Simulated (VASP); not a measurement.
Set up this calculation in VASP 6.6.1, as the native input.

```yaml
Task: single point
Functional: PBE
Potentials_or_basis: VASP PAW PBE potentials, release 64 (Cu)
Cutoff: 520 eV
k_mesh: 6 × 6 × 1
Occupations: gaussian, width 0.1 eV
Spin: no spin polarisation
Dipole_correction: yes
Further_INCAR_settings: ALGO = Normal; EDIFF = 1e-07; NBANDS = 18
```

The structure of Cu lies in POSCAR:

```
Cu
1.0
    3.6105060000      0.0000000000      0.0000000000
   -1.8052530000      3.1267900000      0.0000000000
    0.0000000000      0.0000000000     14.0000000000
Cu
2
Direct
    0.6666666700      0.3333333300      0.5000000000
    0.3333333300      0.6666666700      0.5000000000
```

The input as run:

INCAR

```
SYSTEM = Cu
PREC     = Accurate       ! precision mode
ENCUT    = 520            ! plane-wave cutoff, eV
EDIFF    = 1E-7           ! SCF threshold, eV
ISMEAR   = 0              ! smearing method
SIGMA    = 0.1            ! smearing width, eV
LREAL    = .False.        ! projectors in reciprocal space
LASPH    = .True.         ! aspherical terms in the spheres
NELM     = 60             ! most SCF steps
ALGO     = Normal         ! electronic algorithm
ISIF     = 2              ! what is computed and relaxed
LWAVE    = .False.        ! write WAVECAR
LCHARG   = .False.        ! write CHGCAR
LDIPOL   = .True.       
IDIPOL   = 3            
DIPOL    = 0.5 0.5 0.500
GGA      = PE             ! functional
NBANDS   = 18             ! bands
```

KPOINTS

```
Automatic mesh
0
Gamma
  6 6 1
  0 0 0
```

Potentials or basis: VASP PAW PBE potentials, release 64 (Cu).

The run is started by

```bash
$ cat potpaw_PBE.64/Cu/POTCAR > POTCAR
$ mpirun -np 1 vasp_std > vasp.out
```

It gave:

| Item | Value |
| --- | --- |
| Band gap on the k mesh | zero (band 11 reaches -2.51 eV, above the bottom of band 12 at -2.62 eV) |

It took 44 s on 1 thread of Intel Xeon 8259CL, on a shared host, peak memory 0.26 GiB.
